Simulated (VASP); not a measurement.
Pr2F3:

```
CELL_PARAMETERS angstrom
3.99758 0.00000 0.00000
-1.99879 3.46201 0.00000
0.00000 0.00000 6.25581
ATOMIC_POSITIONS crystal
Pr 0.66667 0.33333 0.75214
Pr 0.33333 0.66667 0.24786
F 0.66667 0.33333 0.35484
F 0.33333 0.66667 0.64516
F 0.00000 0.00000 0.00000
```

The cell was generated, and may not be a known phase.

- Program: VASP 6.6.1
- Task: relaxation of cell and atoms
- Functional: PBE
- Potentials or basis: VASP PAW PBE potentials, release 64 (Pr, F)
- Cutoff: 600 eV
- k mesh: 6 × 6 × 4
- Occupations: gaussian, width 0.1 eV
- Spin: no spin polarisation

At the start: pressure 0.4 GPa; volume 17.32 Å³/atom.

Problem. How do energy, volume and symmetry change on relaxing?

Solution. Over 20 steps the energy falls by 90.1 meV/atom and the volume is 16.03 Å³/atom (-7.4 %); space group P-3m1 (No. 164, to 0.1 Å) before and after.

The path:
```tsv
step	energy change (eV)	largest force (eV/Å)	pressure (GPa)	volume (Å³)
1	0.0000	0.3693	0.42	86.58
2	-0.0182	0.2629	-0.41	87.14
3	-0.0356	0.2753	-1.63	88.20
4	-0.0501	0.3269	-1.38	87.66
5	-0.0959	0.4800	-0.84	86.04
6	-0.2042	0.7316	0.66	82.79
7	-0.3775	0.4881	4.75	76.27
8	-0.3810	0.5816	4.51	76.98
9	-0.3803	0.5285	4.90	76.58
10	-0.3855	0.4452	4.98	76.44
11	-0.3879	0.3389	5.03	76.26
12	-0.3956	0.3178	4.48	76.51
13	-0.4155	0.2534	3.41	77.24
14	-0.4411	0.1296	1.55	78.72
15	-0.4411	0.1360	-1.61	81.73
16	-0.4492	0.0797	-0.04	80.16
17	-0.4492	0.0750	0.13	80.08
18	-0.4493	0.0716	0.07	80.09
19	-0.4497	0.0536	0.12	80.11
20	-0.4503	0.0330	0.14	80.14
```

Final structure:
```
Pr F
1.0
     3.65746    0.00000    0.00000
    -1.82873    3.16745    0.00000
     0.00000    0.00000    6.91793
Pr F
2 3
Direct
  0.66667 0.33333 0.79665
  0.33333 0.66667 0.20335
  0.66667 0.33333 0.38123
  0.33333 0.66667 0.61877
  0.00000 0.00000 0.00000
```

Caveat: the highest band is partly filled, so the run has too few bands; an odd number of electrons without spin polarisation forces a metal; a magnetic or distorted state may lie lower; the run has no spin polarisation, though such a crystal can be magnetic; semilocal functionals describe open f shells poorly, which spoils levels, moments and volumes.
